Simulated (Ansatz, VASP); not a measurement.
**One calculation of Ga2BSb3, two programs**

```
CELL_PARAMETERS angstrom
5.13276 0.00000 0.00000
-2.56638 4.44510 0.00000
0.00000 0.00000 5.74910
ATOMIC_POSITIONS crystal
Ga 0.33333 0.66667 0.00191
Ga 0.66667 0.33333 0.99809
B 0.00000 0.00000 0.50000
Sb 0.33333 0.66667 0.50184
Sb 0.66667 0.33333 0.49816
Sb 0.00000 0.00000 0.00000
```

Change from the starting cell: species swapped into the Sn2Pd3Au type (P-3m1, No. 164).

Alike in both runs: functional PBE; k mesh 6 × 6 × 4; occupations gaussian, width 0.1 eV; no spin polarisation.

Ansatz relaxed the structure, and its values are those at the end. VASP's run is a single point on that final structure, the one shown.

|  | VASP | Ansatz |
| --- | --- | --- |
| version | VASP 6.6.1 | Ansatz 0.2.0 |
| potentials or method | VASP PAW PBE potentials, release 64 (Ga_d, B, Sb), cutoff 520 eV | scalar-relativistic, plane waves, PAW |
| valence electrons in the cell | 44 | 74 |

```csv
,VASP,Ansatz,Ansatz less VASP
gap on the k mesh at the Fermi level (eV),none,none,-
pressure (GPa),-0.1,-0.1,+0.01
```

A gap of «none» marks a metal or a gap that the smearing closes. VASP's potentials hold 44 valence electrons a cell and Ansatz's 74, so a difference there can come from the potentials and not from the codes.

Spin-orbit coupling is off throughout.
